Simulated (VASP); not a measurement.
Here is a VASP 6.6.1 calculation.

INCAR

```
PREC = Accurate ; ENCUT = 520
EDIFF = 1E-6 ; ISMEAR = -1
SIGMA = 0.05 ; LREAL = F
LASPH = T ; NELM = 80
ALGO = Normal ; ISIF = 2
LWAVE = F ; LCHARG = F
GGA = RE ; IVDW = 12
NBANDS = 22
```

Contents of KPOINTS:

```
Automatic mesh
0
Gamma
  4 4 4
```

POSCAR

```
Bi
1.0
    0.0000000000      3.2113907965      3.2113907965
    3.2113907965      0.0000000000      3.2113907965
    3.2113907965      3.2113907965      0.0000000000
Bi
2
Direct
    0.0000000000      0.0000000000      0.0000000000
    0.2500000000      0.2500000000      0.2500000000
```

Potentials or basis: VASP PAW PBE potentials, release 64 (Bi_d).

Launch:

```sh
$ cat potpaw_PBE.64/Bi_d/POTCAR > POTCAR
$ mpirun -np 1 vasp_std > vasp.out
```

**Question.** Predict the band gap on the k mesh.

**Answer.** Zero (band 15 reaches 8.74 eV, above the bottom of band 16 at 6.66 eV).

**Question.** Predict the dispersion energy per atom.

**Answer.** -0.888 eV.

**Question.** Predict the pressure.

**Answer.** 19.5 GPa.

Caveat: the k points lie up to 0.42 Å⁻¹ apart; three body term missing; the PAW data sets were made with another functional, which shifts forces and pressure a little; spin-orbit coupling is left out, which moves the levels of the heavy elements; pairwise dispersion overbinds metals, which lowers pressure and volume.
